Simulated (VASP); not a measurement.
Wanted: the native input for a VASP 6.6.1 run.

* Task: single point
* Functional: PBE
* Potentials or basis: VASP PAW PBE potentials, release 64 (Y_sv, N)
* Cutoff: 520 eV
* k mesh: 8 × 8 × 8
* Occupations: gaussian, width 0.1 eV
* Spin: no spin polarisation
* Dipole correction: no
* Further INCAR settings: ALGO = Normal; EDIFF = 1e-06; NBANDS = 32

The structure of Y4N lies in POSCAR:

```
Y4N
1.0
    4.9782778570      0.0000000000      0.0000000000
    0.0000000000      4.9782778570      0.0000000000
    0.0000000000      0.0000000000      4.9782778570
Y N
4 1
Direct
    0.0000000000      0.0000000000      0.0000000000
    0.5000000000      0.5000000000      0.0000000000
    0.5000000000      0.0000000000      0.5000000000
    0.0000000000      0.5000000000      0.5000000000
    0.5000000000      0.5000000000      0.5000000000
```

These files were run (other wordings do the same):

INCAR

```
SYSTEM = Y4N
  PREC = Accurate
  ENCUT = 520
  EDIFF = 1E-6
  ISMEAR = 0
  SIGMA = 0.1
  LREAL = .FALSE.
  LASPH = .TRUE.
  NELM = 80
  ALGO = Normal
  ISIF = 2
  LWAVE = .FALSE.
  LCHARG = .FALSE.
  GGA = PE
  NBANDS = 32
```

KPOINTS

```
regular mesh
0
G
  8 8 8
  0 0 0
```

Potentials or basis: VASP PAW PBE potentials, release 64 (Y_sv, N).

Run with:

```sh
$ cat potpaw_PBE.64/Y_sv/POTCAR potpaw_PBE.64/N/POTCAR > POTCAR
$ mpirun -np 1 vasp_std > vasp.out
```

It gave:

```yaml
Pressure: -0.1 GPa
Band_gap_on_the_k_mesh: zero (an odd number of electrons rules out a gap without spin polarisation)
```

Run time: 2.9 min on 1 thread of Intel(R) Xeon(R) Platinum 8259CL CPU @ 2.50GHz (Skylake/Cascade Lake) (shared host), peak memory 0.32 GiB.
